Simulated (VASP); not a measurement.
# W (I4/mmm) in VASP: notebook, part 2 of 3

VASP 6.6.1.

## 3. Single point, LDA

This run uses another cell than the first one, of the same volume but with other edges.

Input file INCAR:

```
PREC     = Accurate       # precision mode
ENCUT    = 520            # plane-wave cutoff, eV
EDIFF    = 1E-7           # SCF threshold, eV
ISMEAR   = 0              # smearing method
SIGMA    = 0.15           # smearing width, eV
LREAL    = F              # projectors in reciprocal space
LASPH    = T              # aspherical terms in the spheres
NELM     = 80             # most SCF steps
ALGO     = Fast           # electronic algorithm
ISIF     = 2              # what is computed and relaxed
LWAVE    = F              # write WAVECAR
LCHARG   = F              # write CHGCAR
NBANDS   = 13             # bands
```

Input file KPOINTS:

```
Automatic mesh
0
Gamma
  22 22 22
```

Input file POSCAR:

```
W
1.0
    0.0000000000      1.8600084640      2.4180110031
    1.8600084640      0.0000000000      2.4180110031
    1.8600084640      1.8600084640      0.0000000000
W
1
Direct
    0.0000000000      0.0000000000      0.0000000000
```

Potentials or basis: VASP PAW LDA potentials, release 64 (W_sv).

Launch:

```bash
cat potpaw_LDA.64/W_sv/POTCAR > POTCAR
mpirun -np 1 vasp_std > vasp.out
```

OUTCAR:

```text
PREC = Accurate
   ENCUT = 520
   EDIFF = 1E-7
   ISMEAR = 0
   LREAL = F
   LASPH = T
   NELM = 80
   ISIF = 2

 ion  position               nearest neighbor table
   1  0.000  0.000  0.000-

  LATTYP: Found a body centered tetragonal cell.
 ALAT       =     2.6304491959
 C/A-ratio  =     1.8384776310

  Lattice vectors:

 A1 = (  -1.8600084640,   0.0000000000,   2.4180110031)
 A2 = (   1.8600084640,   0.0000000000,   2.4180110031)
 A3 = (   0.0000000000,   1.8600084640,  -2.4180110031)

Analysis of symmetry for initial positions (statically):
=====================================================================
 Subroutine PRICEL returns:
 Original cell was already a primitive cell.

 Routine SETGRP: Setting up the symmetry group for a
 body centered tetragonal supercell.

 Subroutine GETGRP returns: Found 16 space group operations
 (whereof 16 operations were pure point group operations)
 out of a pool of 16 trial point group operations.

The static configuration has the point symmetry D_4h.

Analysis of symmetry for dynamics (positions and initial velocities):
=====================================================================
 Subroutine PRICEL returns:
 Original cell was already a primitive cell.

 Routine SETGRP: Setting up the symmetry group for a
 body centered tetragonal supercell.

 Subroutine GETGRP returns: Found 16 space group operations
 (whereof 16 operations were pure point group operations)
 out of a pool of 16 trial point group operations.

The dynamic configuration has the point symmetry D_4h.

 Subroutine INISYM returns: Found 16 space group operations
 (whereof 16 operations are pure point group operations),
 and found     1 'primitive' translations

----------------------------------------------------------------------------------------

                                     Primitive cell

  volume of cell :      16.7309

  direct lattice vectors                    reciprocal lattice vectors
     0.000000000  1.860008464  2.418011003    -0.268815981  0.268815981  0.206781524
     1.860008464  0.000000000  2.418011003     0.268815981 -0.268815981  0.206781524
     1.860008464  1.860008464  0.000000000     0.268815981  0.268815981 -0.206781524

  length of vectors
     3.050640703  3.050640703  2.630449196     0.432761669  0.432761669  0.432761669

  position of ions in fractional coordinates (direct lattice)
     0.000000000  0.000000000  0.000000000

  ion indices of the primitive-cell ions
   primitive index   ion index
                 1           1

----------------------------------------------------------------------------------------

 KPOINTS: Automatic mesh

Automatic generation of k-mesh.
 Grid dimensions read from file:
 generate k-points for:   22   22   22

 Generating k-lattice:

  Cartesian coordinates                     Fractional coordinates (reciprocal lattice)
    -0.012218908  0.012218908  0.009399160     0.045454545  0.000000000  0.000000000
     0.012218908 -0.012218908  0.009399160     0.000000000  0.045454545  0.000000000
     0.012218908  0.012218908 -0.009399160    -0.000000000 -0.000000000  0.045454545

  Length of vectors
     0.019670985  0.019670985  0.019670985

  Shift w.r.t. Gamma in fractional coordinates (k-lattice)
     0.000000000  0.000000000  0.000000000

 Subroutine IBZKPT returns following result:
 ===========================================

 Found    834 irreducible k-points:

 Following reciprocal coordinates:
            Coordinates               Weight
  0.000000  0.000000  0.000000      1.000000
  0.045455  0.000000  0.000000      8.000000
  0.090909  0.000000  0.000000      8.000000
  0.136364  0.000000  0.000000      8.000000
  0.181818  0.000000  0.000000      8.000000
  0.227273 -0.000000  0.000000      8.000000
[... 16 lines left out ...]
  0.500000  0.045455  0.000000      8.000000
 -0.454545  0.045455  0.000000      8.000000
 [... further k-points ...]
   k-points           NKPTS =    834   k-points in BZ     NKDIM =    834   number of bands    NBANDS=     13
   number of dos      NEDOS =    301   number of ions     NIONS =      1
   total plane-waves  NPLWV =  11520
   dimension x,y,z NGX =    24 NGY =   24 NGZ =   20
   dimension x,y,z NGXF=    48 NGYF=   48 NGZF=   40
   ions per type =               1
   NGX,Y,Z   is equivalent  to a cutoff of  13.08, 13.08, 12.64 a.u.
   NGXF,Y,Z  is equivalent  to a cutoff of  26.16, 26.16, 25.28 a.u.
 SYSTEM =  unknown system
   PREC   = accura    normal or accurate (medium, high low for compatibility)
   ISTART =      0    job   : 0-new  1-cont  2-samecut
   ICHARG =      2    charge: 1-file 2-atom 10-const
   ISPIN  =      1    spin polarized calculation?
   LNONCOLLINEAR =      F non collinear calculations
   LSORBIT =      F    spin-orbit coupling
   LASPH  =      T    aspherical Exc in radial PAW
   ENCUT  =  520.0 eV  38.22 Ry    6.18 a.u.   5.67  5.67  4.89*2*pi/ulx,y,z
   NELM   =     80;   NELMIN=  2; NELMDL= -5     # of ELM steps
   EDIFF  = 0.1E-06   stopping-criterion for ELM
   LREAL  =      F    real-space projection
   EDIFFG = 0.1E-05   stopping-criterion for IOM
   NSW    =      0    number of steps for IOM
   IBRION =     -1    ionic relax: 0-MD 1-quasi-New 2-CG
   NFREE  =      0    steps in history (QN), initial steepest desc. (CG)
   ISIF   =      2    stress and relaxation
   ISYM   =      2    0-nonsym 1-usesym 2-fastsym
   POTIM  = 0.5000    time-step for ionic-motion
   TEBEG  =    0.0;   TEEND  =   0.0 temperature during run
   PSTRESS=    0.0 pullay stress
   NELECT =      14.0000    total number of electrons
   NUPDOWN=      -1.0000    fix difference up-down
   EMIN   =  10.00;   EMAX   =-10.00  energy-range for DOS
   EFERMI =   0.00;   METHOD = LEGACY
   ISMEAR =     0;   SIGMA  =   0.15  broadening in eV -4-tet -1-fermi 0-gaus
   EFERMI_NEDOS =   21; number of points for ismear=-14 and -15
   IALGO  =     68    algorithm
   IMIX   =      4    mixing-type and parameters
     AMIX     =   0.40;   BMIX     =  1.00
     AMIX_MAG =   1.60;   BMIX_MAG =  1.00
  volume/ion in A,a.u.               =      16.73       112.91
  Fermi-wavevector in a.u.,A,eV,Ry     =   1.542688  2.915258 32.380324  2.379887
  Thomas-Fermi vector in A             =   2.648457
   LORBIT       =      0    0 simple, 1 ext, 2 COOP (PROOUT), +10 PAW based schemes
   GGA     = CA    functional components
   LHFCALC =     F    Hartree Fock is set to
   AEXX    =    0.0000 exact exchange contribution
   IVDW    =     0    specifies the selected vdW correction
   LEPSILON=     F    determine dielectric tensor
   LRPA    =     F    only Hartree local field effects (RPA)
 non-spin polarized calculation
 RMM-DIIS sequential band-by-band and
 Gauss-broadening in eV      SIGMA  =   0.15
  energy-cutoff  :      520.00
  volume of cell :       16.73
 maximum number of plane-waves:       462
   NGX = 11   NGY = 11   NGZ =  9

 number of electron      14.0000000 magnetization

 Free energy of the ion-electron system (eV)
  ---------------------------------------------------
  ext. energy  EPLUGINS =         0.00000000
  ---------------------------------------------------
  free energy    TOTEN  =       -13.62408207 eV

  energy without entropy =      -13.61675774  energy(sigma->0) =      -13.62041990

 E-fermi :  10.5530     XC(G=0): -13.4999

 val. band max:       10.5526603938   @ k =  -0.1818   0.4091   0.2727
 cond. band min:      10.5547720669   @ k =  -0.2273   0.0455   0.1818
 fundamental gap:      0.0021116731
 Fermi energy:        10.5529727778

 k-point     1 :       0.0000    0.0000    0.0000
  band No.  band energies     occupation
      1     -63.2411      2.00000
      2     -27.3501      2.00000
      3     -26.9509      2.00000
      4     -26.9509      2.00000
      5       1.3316      2.00000
      6       7.3844      2.00000
      7       9.3799      2.00000
      8      11.2100      0.00000
      9      11.2100      0.00000
     10      14.9212      0.00000
     11      23.9043      0.00000
     12      23.9196      0.00000
     13      30.7918      0.00000
[... 353 lines left out ...]
 k-point    24 :      -0.4545    0.0455    0.0000
  band No.  band energies     occupation
      1     -63.1118      2.00000
      2     -28.3667      2.00000
      3     -27.5126      2.00000
      4     -26.9035      2.00000
      5       4.7757      2.00000
      6       7.7367      2.00000
      7      10.7578      0.05352
      8      11.1227      0.00000
      9      14.2775      0.00000
     10      15.1425      0.00000
     11      21.0770      0.00000
     12      21.8955      0.00000
     13      28.6729      0.00000

 [... further k-points ...]

------------------------ aborting loop because EDIFF is reached ----------------------------------------

  FORCE on cell =-STRESS in cart. coord.  units (eV):
  Direction    XX          YY          ZZ          XY          YZ          ZX
  --------------------------------------------------------------------------------------
  -------------------------------------------------------------------------------------
  Total       -0.7339923     -0.7339923     -2.6631301      0.0000000      0.0000000     -0.0000000
  in kB      -70.2884483    -70.2884483   -255.0262368      0.0000000      0.0000000     -0.0000000
  external PRESSURE =    -131.8677111 kB  Pullay stress =       0.0000000 kB

 VOLUME and BASIS-vectors are now :
 -----------------------------------------------------------------------------
  energy-cutoff  :      520.00
  volume of cell :       16.73
      direct lattice vectors                 reciprocal lattice vectors
     0.000000000  1.860008464  2.418011003    -0.268815981  0.268815981  0.206781524
     1.860008464  0.000000000  2.418011003     0.268815981 -0.268815981  0.206781524
     1.860008464  1.860008464  0.000000000     0.268815981  0.268815981 -0.206781524

 POSITION                                       TOTAL-FORCE (eV/Angst)
 -----------------------------------------------------------------------------------
      0.00000      0.00000      0.00000         0.000000     -0.000000      0.000000
 -----------------------------------------------------------------------------------
    total drift:                               -0.000000      0.000000     -0.000000

  FREE ENERGIE OF THE ION-ELECTRON SYSTEM (eV)
  ---------------------------------------------------
  free  energy   TOTEN  =       -13.6240820670 eV

  energy  without entropy=      -13.6167577358  energy(sigma->0) =      -13.62041990
```

Run time: 60 s. Hardware: 1 thread of Intel Xeon 6975P-C (Granite Rapids), shared host; peak memory 0.27 GiB.

Results:

```
Free energy            : -13.6241 eV
Pressure               : -13.2 GPa
Band gap on the k mesh : zero (band 7 reaches 13.14 eV, above the bottom of band 8 at 9.84 eV)
```

Levels at points of the mesh, in eV from the Fermi level:
```csv
k point,band 3,band 4,band 5,band 6,band 7,band 8,band 9,band 10,band 11,band 12
"(0.00, 0.00, 0.00)",-37.50,-37.50,-9.22,-3.17,-1.17,0.66,0.66,4.37,13.35,13.37
"(0.50, 0.00, 0.00)",-38.06,-37.46,-5.85,-2.80,0.48,0.54,3.78,4.33,10.57,11.19
"(0.50, 0.50, 0.00)",-37.64,-37.64,-6.12,-4.73,-0.24,4.70,4.70,5.11,8.30,14.13
"(0.50, 0.00, 0.50)",-38.56,-37.99,-5.86,-4.55,2.43,3.05,4.49,7.49,8.89,12.21
```

Caveat: spin-orbit coupling is left out, which moves the levels of the heavy elements.

[end of part 2 of 3]
